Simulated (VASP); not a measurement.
# WCl2F2 (P4/mmm) in VASP: a series of runs

The runs below take WCl2F2 through single point, with PBE.

Everything below comes from runs of VASP 6.6.1. Logs are shortened: lines on timing, memory, paths and dates and some standing lists are left out, and cuts for length are marked.

**1. The cell of the first run**

It takes space group P4/mmm (No. 123, tetragonal). Conventional cell: a = 3.333 Å, b = 3.333 Å, c = 9.086 Å, α = 90.00°, β = 90.00°, γ = 90.00°. Within 3.5 Å of W (site symmetry 4/mmm) lie 8 F at 2.62 Å and 4 W at 3.33 Å. Within 3.1 Å of Cl (site symmetry mmm) lie 4 Cl at 2.36 Å. F (site symmetry 4mm) has 1 F at 2.31 Å and 4 W at 2.62 Å within 3.1 Å.

**2. Single point, PBE, collinear spin, ferromagnetic start**

Contents of INCAR:

```
SYSTEM = WCl2F2
  PREC = Accurate
  ENCUT = 520
  EDIFF = 1E-7
  ISMEAR = 0
  SIGMA = 0.1
  LREAL = .False.
  LASPH = .True.
  NELM = 150
  ALGO = Normal
  ISIF = 2
  LWAVE = .False.
  LCHARG = .True.
  ISPIN = 2
  MAGMOM = 2.25 0 0 0.04 0.04
  LORBIT = 11
  LMAXMIX = 4
  GGA = PE
  LELF = .True.
  LVHAR = .True.
  NBANDS = 33
```

Contents of KPOINTS:

```
Automatic mesh
0
Gamma
  4 4 4
  0 0 0
```

Contents of POSCAR:

```
WCl2F2
1.0
    3.3331902635      0.0000000000      0.0000000000
    0.0000000000      3.3331902635      0.0000000000
    0.0000000000      0.0000000000      9.0857114631
W Cl F
1 2 2
Direct
    0.0000000000      0.0000000000      0.0000000000
    0.0000000000      0.5000000000      0.5000000000
    0.5000000000      0.0000000000      0.5000000000
    0.5000000000      0.5000000000      0.1271726560
    0.5000000000      0.5000000000      0.8728273440
```

Potentials or basis: VASP PAW PBE potentials, release 64 (W_sv, Cl, F).

The run is started by

```bash
cat potpaw_PBE.64/W_sv/POTCAR potpaw_PBE.64/Cl/POTCAR potpaw_PBE.64/F/POTCAR > POTCAR
mpirun -np 1 vasp_std > vasp.out
```

OUTCAR:

```text
SYSTEM = WCl2F2
   PREC = Accurate
   ENCUT = 520
   EDIFF = 1E-7
   ISMEAR = 0
   LREAL = .False.
   LASPH = .True.
   NELM = 150
   ISIF = 2
   ISPIN = 2
   LORBIT = 11
   GGA = PE

 ion  position               nearest neighbor table
   1  0.000  0.000  0.000-   4 2.62   5 2.62   4 2.62   5 2.62   4 2.62   5 2.62   4 2.62   5 2.62

   2  0.000  0.500  0.500-   3 2.36   3 2.36   3 2.36   3 2.36
   3  0.500  0.000  0.500-   2 2.36   2 2.36   2 2.36   2 2.36
   4  0.500  0.500  0.127-   1 2.62   1 2.62   1 2.62   1 2.62
   5  0.500  0.500  0.873-   1 2.62   1 2.62   1 2.62   1 2.62

  LATTYP: Found a simple tetragonal cell.
 ALAT       =     3.3331902635
 C/A-ratio  =     2.7258304342

  Lattice vectors:

 A1 = (   3.3331902635,   0.0000000000,   0.0000000000)
 A2 = (   0.0000000000,   3.3331902635,   0.0000000000)
 A3 = (   0.0000000000,   0.0000000000,   9.0857114631)

Analysis of symmetry for initial positions (statically):
=====================================================================
 Subroutine PRICEL returns:
 Original cell was already a primitive cell.

 Routine SETGRP: Setting up the symmetry group for a
 simple tetragonal supercell.

 Subroutine GETGRP returns: Found 16 space group operations
 (whereof 16 operations were pure point group operations)
 out of a pool of 16 trial point group operations.

The static configuration has the point symmetry D_4h.

Analysis of symmetry for dynamics (positions and initial velocities):
=====================================================================
 Subroutine PRICEL returns:
 Original cell was already a primitive cell.

 Routine SETGRP: Setting up the symmetry group for a
 simple tetragonal supercell.

 Subroutine GETGRP returns: Found 16 space group operations
 (whereof 16 operations were pure point group operations)
 out of a pool of 16 trial point group operations.

The dynamic configuration has the point symmetry D_4h.

Analysis of structural, dynamic, and magnetic symmetry:
=====================================================================
 Subroutine PRICEL returns:
 Original cell was already a primitive cell.

 Routine SETGRP: Setting up the symmetry group for a
 simple tetragonal supercell.

 Subroutine GETGRP returns: Found 16 space group operations
 (whereof 16 operations were pure point group operations)
 out of a pool of 16 trial point group operations.

The overall configuration has the point symmetry D_4h.

 Subroutine INISYM returns: Found 16 space group operations
 (whereof 16 operations are pure point group operations),
 and found     1 'primitive' translations

----------------------------------------------------------------------------------------

                                     Primitive cell

  volume of cell :     100.9437

  direct lattice vectors                    reciprocal lattice vectors
     3.333190264  0.000000000  0.000000000     0.300012877  0.000000000  0.000000000
     0.000000000  3.333190264  0.000000000     0.000000000  0.300012877  0.000000000
     0.000000000  0.000000000  9.085711463     0.000000000  0.000000000  0.110062927

  length of vectors
     3.333190264  3.333190264  9.085711463     0.300012877  0.300012877  0.110062927

  position of ions in fractional coordinates (direct lattice)
     0.000000000  0.000000000  0.000000000
     0.000000000  0.500000000  0.500000000
     0.500000000  0.000000000  0.500000000
     0.500000000  0.500000000  0.127172656
     0.500000000  0.500000000  0.872827344

  ion indices of the primitive-cell ions
   primitive index   ion index
                 1           1
                 2           2
                 3           3
                 4           4
                 5           5

----------------------------------------------------------------------------------------

 KPOINTS: Automatic mesh

Automatic generation of k-mesh.
 Grid dimensions read from file:
 generate k-points for:    4    4    4

 Generating k-lattice:

  Cartesian coordinates                     Fractional coordinates (reciprocal lattice)
     0.075003219  0.000000000  0.000000000     0.250000000  0.000000000  0.000000000
     0.000000000  0.075003219  0.000000000     0.000000000  0.250000000  0.000000000
     0.000000000  0.000000000  0.027515732     0.000000000  0.000000000  0.250000000

  Length of vectors
     0.075003219  0.075003219  0.027515732

  Shift w.r.t. Gamma in fractional coordinates (k-lattice)
     0.000000000  0.000000000  0.000000000

 Subroutine IBZKPT returns following result:
 ===========================================

 Found     18 irreducible k-points:

 Following reciprocal coordinates:
            Coordinates               Weight
  0.000000  0.000000  0.000000      1.000000
  0.250000  0.000000  0.000000      4.000000
  0.500000  0.000000  0.000000      2.000000
  0.250000  0.250000  0.000000      4.000000
  0.500000  0.250000  0.000000      4.000000
  0.500000  0.500000  0.000000      1.000000
[... 29 lines left out ...]
   POTIM  = 0.5000    time-step for ionic-motion
   TEBEG  =    0.0;   TEEND  =   0.0 temperature during run
   PSTRESS=    0.0 pullay stress
   NELECT =      42.0000    total number of electrons
   NUPDOWN=      -1.0000    fix difference up-down
   EMIN   =  10.00;   EMAX   =-10.00  energy-range for DOS
   EFERMI =   0.00;   METHOD = LEGACY
   ISMEAR =     0;   SIGMA  =   0.10  broadening in eV -4-tet -1-fermi 0-gaus
   EFERMI_NEDOS =   21; number of points for ismear=-14 and -15
   IALGO  =     38    algorithm
   IMIX   =      4    mixing-type and parameters
     AMIX     =   0.40;   BMIX     =  1.00
     AMIX_MAG =   1.60;   BMIX_MAG =  1.00
  volume/ion in A,a.u.               =      20.19       136.24
  Fermi-wavevector in a.u.,A,eV,Ry     =   1.222170  2.309566 20.323009  1.493699
  Thomas-Fermi vector in A             =   2.357326
   LORBIT       =     11    0 simple, 1 ext, 2 COOP (PROOUT), +10 PAW based schemes
   GGA     = PE    functional components
   LHFCALC =     F    Hartree Fock is set to
   AEXX    =    0.0000 exact exchange contribution
   IVDW    =     0    specifies the selected vdW correction
   LEPSILON=     F    determine dielectric tensor
   LRPA    =     F    only Hartree local field effects (RPA)
 spin polarized calculation
 Gauss-broadening in eV      SIGMA  =   0.10
  energy-cutoff  :      520.00
  volume of cell :      100.94
 maximum number of plane-waves:      2746
 NGX is ok and might be reduce to    28
   NGX = 13   NGY = 13   NGZ = 33

 number of electron      42.0000010 magnetization       3.0310407

 Free energy of the ion-electron system (eV)
  ---------------------------------------------------
  ext. energy  EPLUGINS =         0.00000000
  ---------------------------------------------------
  free energy    TOTEN  =       -18.34682126 eV

  energy without entropy =      -18.31323740  energy(sigma->0) =      -18.33002933

 E-fermi :   2.6264     XC(G=0):  -8.8633

 val. band max:        2.6218974185   @ k =   0.2500   0.0000   0.2500
 cond. band min:       2.6343260537   @ k =   0.2500   0.0000   0.0000
 fundamental gap:      0.0124286352
 Fermi energy:         2.6263651903

 spin component 1

 k-point     1 :       0.0000    0.0000    0.0000
  band No.  band energies     occupation
      1     -73.0054      1.00000
      2     -37.2685      1.00000
      3     -37.2533      1.00000
      4     -37.2533      1.00000
      5     -21.0593      1.00000
      6     -20.4558      1.00000
[... 637 lines left out ...]
     32      12.8731      0.00000
     33      12.8731      0.00000
 Fermi energy:         2.6263651903

 spin component 2

 k-point     1 :       0.0000    0.0000    0.0000
  band No.  band energies     occupation
      1     -71.8795      1.00000
      2     -35.9215      1.00000
      3     -35.9215      1.00000
      4     -35.3859      1.00000
      5     -20.9797      1.00000
      6     -20.3827      1.00000
[... 637 lines left out ...]
     32      12.8873      0.00000
     33      12.8873      0.00000

------------------------ aborting loop because EDIFF is reached ----------------------------------------

  FORCE on cell =-STRESS in cart. coord.  units (eV):
  Direction    XX          YY          ZZ          XY          YZ          ZX
  --------------------------------------------------------------------------------------
  -------------------------------------------------------------------------------------
  Total       -0.1252064     -0.1252064      0.1396507      0.0000000      0.0000000      0.0000000
  in kB       -1.9872743     -1.9872743      2.2165349      0.0000000      0.0000000      0.0000000
  external PRESSURE =      -0.5860046 kB  Pullay stress =       0.0000000 kB

 VOLUME and BASIS-vectors are now :
 -----------------------------------------------------------------------------
  energy-cutoff  :      520.00
  volume of cell :      100.94
      direct lattice vectors                 reciprocal lattice vectors
     3.333190264  0.000000000  0.000000000     0.300012877  0.000000000  0.000000000
     0.000000000  3.333190264  0.000000000     0.000000000  0.300012877  0.000000000
     0.000000000  0.000000000  9.085711463     0.000000000  0.000000000  0.110062927

 POSITION                                       TOTAL-FORCE (eV/Angst)
 -----------------------------------------------------------------------------------
      0.00000      0.00000      0.00000         0.000000      0.000000      0.000000
      0.00000      1.66660      4.54286         0.000000      0.000000      0.000000
      1.66660      0.00000      4.54286         0.000000      0.000000      0.000000
      1.66660      1.66660      1.15545         0.000000     -0.000000      0.022525
      1.66660      1.66660      7.93026        -0.000000      0.000000     -0.022525
 -----------------------------------------------------------------------------------
    total drift:                                0.000000     -0.000000      0.000000

  FREE ENERGIE OF THE ION-ELECTRON SYSTEM (eV)
  ---------------------------------------------------
  free  energy   TOTEN  =       -18.3468212585 eV

  energy  without entropy=      -18.3132374004  energy(sigma->0) =      -18.33002933

 total charge

# of ion       s       p       d       tot
------------------------------------------
    1        2.239   6.021   3.142  11.401
    2        1.664   3.324   0.000   4.988
    3        1.664   3.324   0.000   4.988
    4        1.749   4.242   0.000   5.991
    5        1.749   4.242   0.000   5.991
--------------------------------------------------
tot          9.066  21.153   3.142  33.360

 magnetization (x)

# of ion       s       p       d       tot
------------------------------------------
    1        0.100   0.019   2.236   2.354
    2        0.000   0.000   0.000   0.000
    3        0.000   0.000   0.000   0.000
    4        0.009   0.024   0.000   0.034
    5        0.009   0.024   0.000   0.034
--------------------------------------------------
tot          0.118   0.068   2.236   2.422
```

Run time: 3.7 min. Hardware: 1 thread of Intel Xeon Platinum 8375C at 2.90GHz (Ice Lake), shared host; peak memory 0.32 GiB.

What came out:

| Quantity | Value |
| --- | --- |
| Free energy | -18.3468 eV |
| Pressure | -0.1 GPa |
| Largest force | 0.023 eV/Å |
| Net moment | 3.03 μB per cell |
| Site moments | W +2.35; Cl +0.00; F +0.03 μB |
| Valence electrons inside the program's atomic spheres | W 11.40; Cl 4.99; F 5.99 |

Forces in eV/Å, atoms in the order of the input:
```
W    0.000  0.000  0.000
Cl   0.000  0.000  0.000
Cl   0.000  0.000  0.000
F    0.000  0.000  0.023
F    0.000  0.000 -0.023
```

Stress tensor (GPa, compression positive):
```
-0.20  0.00  0.00
 0.00 -0.20  0.00
 0.00  0.00  0.22
```

Caveat: the k points lie up to 0.47 Å⁻¹ apart; spin-orbit coupling is left out, which moves the levels of the heavy elements; this functional lacks dispersion, which binds the layers, so the pressure and a relaxed spacing across them are unreliable.

**3. Single point, PBE, collinear spin, ferrimagnetic start**

This run uses another cell than the first one, of 21.47 Å³/atom, 1.063 times its volume.

Contents of INCAR:

```
SYSTEM = WCl2F2
PREC = Accurate
ENCUT = 520
EDIFF = 1E-7
ISMEAR = 0
SIGMA = 0.1
LREAL = .FALSE.
LASPH = .TRUE.
NELM = 150
ALGO = Normal
ISIF = 2
LWAVE = .FALSE.
LCHARG = .FALSE.
ISPIN = 2
MAGMOM = 4 -0.8 -0.8 -0.37 -0.37
LORBIT = 11
LMAXMIX = 4
GGA = PE
NBANDS = 33
```

Contents of KPOINTS:

```
regular mesh
0
G
  4 4 4
  0 0 0
```

Contents of POSCAR:

```
WCl2F2
1.0
    4.2931998000      0.0000000000      0.0000000000
    0.0000000000      4.2931998000      0.0000000000
    0.0000000000      0.0000000000      5.8235991200
W Cl F
1 2 2
Direct
    0.0000000000      0.0000000000      0.0000000000
    0.0000000000      0.5000000000      0.5000000000
    0.5000000000      0.0000000000      0.5000000000
    0.5000000000      0.5000000000      0.2399999900
    0.5000000000      0.5000000000      0.7600000100
```

Potentials or basis: VASP PAW PBE potentials, release 64 (W_sv, Cl, F).

The run is started by

```bash
cat potpaw_PBE.64/W_sv/POTCAR potpaw_PBE.64/Cl/POTCAR potpaw_PBE.64/F/POTCAR > POTCAR
mpirun -np 1 vasp_std > vasp.out
```

Run time: 1.9 min. Hardware: 1 thread of Intel Xeon Platinum 8375C at 2.90GHz (Ice Lake), shared host; peak memory 0.31 GiB.

The run converged. Its results:

- Free energy: -14.0240 eV
- Pressure: -5.6 GPa
- Largest force: 1.070 eV/Å
- Band gap on the k mesh: zero (filled and empty bands overlap)
- Net moment: 2.01 μB per cell
- Site moments: W +3.31; Cl -0.68; F -0.31 μB
- Valence electrons inside the program's atomic spheres: W 11.42; Cl 4.90; F 5.94

Forces in eV/Å, atoms in the order of the input:
```
W    0.000  0.000  0.000
Cl   0.000  0.000  0.000
Cl   0.000  0.000  0.000
F    0.000  0.000 -1.070
F    0.000  0.000  1.070
```

Stress tensor (GPa, compression positive):
```
-4.28  0.00  0.00
 0.00 -4.28  0.00
 0.00  0.00 -8.30
```

Levels at points of the mesh, in eV from the Fermi level:
Spin up:
```csv
k point,band 20,band 21,band 22,band 23,band 24,band 25
"(0.00, 0.00, 0.00)",-0.77,-0.62,-0.23,-0.19,-0.19,0.77
"(0.50, 0.00, 0.00)",-0.41,-0.19,-0.12,-0.06,0.35,0.51
"(0.50, 0.50, 0.00)",-0.13,0.26,0.28,0.28,0.59,0.92
"(0.00, 0.00, 0.50)",-0.31,-0.24,-0.24,-0.23,0.97,0.97
"(0.50, 0.00, 0.50)",-0.53,-0.03,-0.02,0.31,0.37,0.39
"(0.50, 0.50, 0.50)",-0.13,-0.08,-0.08,0.06,0.42,0.51
```
Spin down:
```tsv
k point	band 17	band 18	band 19	band 20	band 21	band 22	band 23	band 24
(0.00, 0.00, 0.00)	-1.70	-1.41	-0.31	-0.31	0.81	1.67	2.04	2.35
(0.50, 0.00, 0.00)	-1.48	-1.23	-0.80	-0.68	1.61	2.26	2.46	2.47
(0.50, 0.50, 0.00)	-0.67	-0.67	-0.49	-0.13	2.25	2.50	2.50	2.62
(0.00, 0.00, 0.50)	-1.62	-1.62	-0.29	-0.29	1.71	1.94	2.54	2.54
(0.50, 0.00, 0.50)	-1.93	-0.80	-0.79	-0.65	1.81	2.04	2.41	2.49
(0.50, 0.50, 0.50)	-0.72	-0.72	-0.49	-0.12	1.76	2.13	2.20	2.20
```

Caveat: the k points lie up to 0.37 Å⁻¹ apart; spin-orbit coupling is left out, which moves the levels of the heavy elements; forces of over 1 eV/Å act on the atoms, so gaps and moduli don't describe the material at rest.

**4. Single point, PBE, collinear spin, ferromagnetic start**

This run uses another cell than the first one, of 20.65 Å³/atom, 1.023 times its volume.

Contents of INCAR:

```
PREC = Accurate ; ENCUT = 520
EDIFF = 1E-7 ; ISMEAR = 0
SIGMA = 0.1 ; LREAL = F
LASPH = T ; NELM = 150
ALGO = Normal ; ISIF = 2
LWAVE = F ; LCHARG = T
ISPIN = 2 ; MAGMOM = 2.25 0 0 0 0
LORBIT = 11 ; LMAXMIX = 4
GGA = PE ; LELF = T
LVHAR = T ; NBANDS = 33
```

Contents of KPOINTS:

```
regular mesh
0
Gamma
  6 6 2
```

Contents of POSCAR:

```
WCl2F2
1.0
    3.3441837380      0.0000000000      0.0000000000
    0.0000000000      3.3441837380      0.0000000000
    0.0000000000      0.0000000000      9.2340872487
W Cl F
1 2 2
Direct
    0.0000000000      0.0000000000      0.0000000000
    0.0000000000      0.5000000000      0.5000000000
    0.5000000000      0.0000000000      0.5000000000
    0.5000000000      0.5000000000      0.1246924686
    0.5000000000      0.5000000000      0.8753075314
```

The run is started by

```bash
cat potpaw_PBE.64/W_sv/POTCAR potpaw_PBE.64/Cl/POTCAR potpaw_PBE.64/F/POTCAR > POTCAR
mpirun -np 1 vasp_std > vasp.out
```

Wall time 3.1 min (1 thread of Intel Xeon Platinum 8375C at 2.90GHz (Ice Lake), shared host); peak memory 0.32 GiB.

It converged, with:

```
Free energy                                           : -18.3986 eV
Pressure                                              : -0.1 GPa
Largest force                                         : 0.019 eV/Å
Net moment                                            : 3.14 μB per cell
Site moments                                          : W +2.41; Cl +0.00; F +0.04 μB
Valence electrons inside the program's atomic spheres : W 11.41; Cl 4.99; F 5.99
```

Forces in eV/Å, atoms in the order of the input:
```
W    0.000  0.000  0.000
Cl   0.000  0.000  0.000
Cl   0.000  0.000  0.000
F    0.000  0.000  0.019
F    0.000  0.000 -0.019
```

Stress tensor (GPa, compression positive):
```
-0.21  0.00  0.00
 0.00 -0.21  0.00
 0.00  0.00  0.10
```

Levels at points of the mesh, in eV from the Fermi level:
Spin up:
```
           k point  band 18  band 19  band 20  band 21  band 22  band 23  band 24  band 25  band 26  band 27
(0.00, 0.00, 0.00)    -3.16    -1.78    -1.09    -0.98     0.15     0.30     0.30     1.29     1.29     3.56
(0.50, 0.00, 0.00)    -3.45    -3.24    -3.22    -1.83    -1.33    -0.41    -0.38     0.61     3.26     4.10
(0.50, 0.50, 0.00)    -3.29    -0.98    -0.06     0.16     0.16     0.93     2.87     2.88     3.55     5.53
(0.00, 0.00, 0.50)    -3.16    -1.70    -1.09    -0.98     0.15     0.30     0.30     1.29     1.29     3.01
(0.50, 0.00, 0.50)    -3.61    -3.24    -3.21    -1.82    -1.34    -0.41    -0.37     0.61     3.27     4.17
(0.50, 0.50, 0.50)    -3.29    -0.98    -0.06     0.16     0.16     0.93     2.87     2.88     3.53     6.21
```
Spin down:
```csv
k point,band 15,band 16,band 17,band 18,band 19,band 20,band 21,band 22,band 23,band 24
"(0.00, 0.00, 0.00)",-4.66,-4.66,-3.43,-1.56,-1.09,-0.51,1.27,1.29,1.29,1.61
"(0.50, 0.00, 0.00)",-4.02,-3.95,-3.82,-3.32,-3.24,-3.22,-0.13,0.71,1.82,1.84
"(0.50, 0.50, 0.00)",-5.48,-3.35,-3.29,-3.29,1.16,1.75,2.02,2.02,2.73,2.87
"(0.00, 0.00, 0.50)",-4.66,-4.66,-3.50,-1.56,-1.09,-0.42,1.29,1.29,1.31,1.61
"(0.50, 0.00, 0.50)",-4.02,-3.84,-3.81,-3.46,-3.24,-3.20,-0.13,0.70,1.84,1.84
"(0.50, 0.50, 0.50)",-5.48,-3.34,-3.29,-3.29,1.16,1.74,2.02,2.02,2.73,2.87
```

Caveat: spin-orbit coupling is left out, which moves the levels of the heavy elements; this functional lacks dispersion, which binds the layers, so the pressure and a relaxed spacing across them are unreliable.

**5. The runs side by side**

```tsv
spin	cell	k mesh	gap on the mesh (eV)	pressure (GPa)	moment (μB)	largest force (eV/Å)
collinear, ferromagnetic start	a = 3.333, b = 3.333, c = 9.086 Å, 5 atoms	4 × 4 × 4	none	-0.1	3.03	0.02
collinear, ferrimagnetic start	a = 4.293, b = 4.293, c = 5.824 Å, 5 atoms	4 × 4 × 4	none	-5.6	2.01	1.07
collinear, ferromagnetic start	a = 3.344, b = 3.344, c = 9.234 Å, 5 atoms	6 × 6 × 2	none	-0.1	3.14	0.02
```

Alike in all rows: task single point; level PBE; potentials or basis VASP PAW PBE potentials, release 64 (W_sv, Cl, F); cutoff (eV) 520; smearing gaussian 0.1 eV.

Caveats: some runs use coarse meshes; spin-orbit coupling is left out, which moves the levels of the heavy elements; this functional lacks dispersion, which binds the layers, so the pressure and a relaxed spacing across them are unreliable (some runs); forces of over 1 eV/Å act on the atoms, so gaps and moduli don't describe the material at rest (some runs).

Total energies depend on the potentials used, so only differences within one code and one set of settings carry meaning.
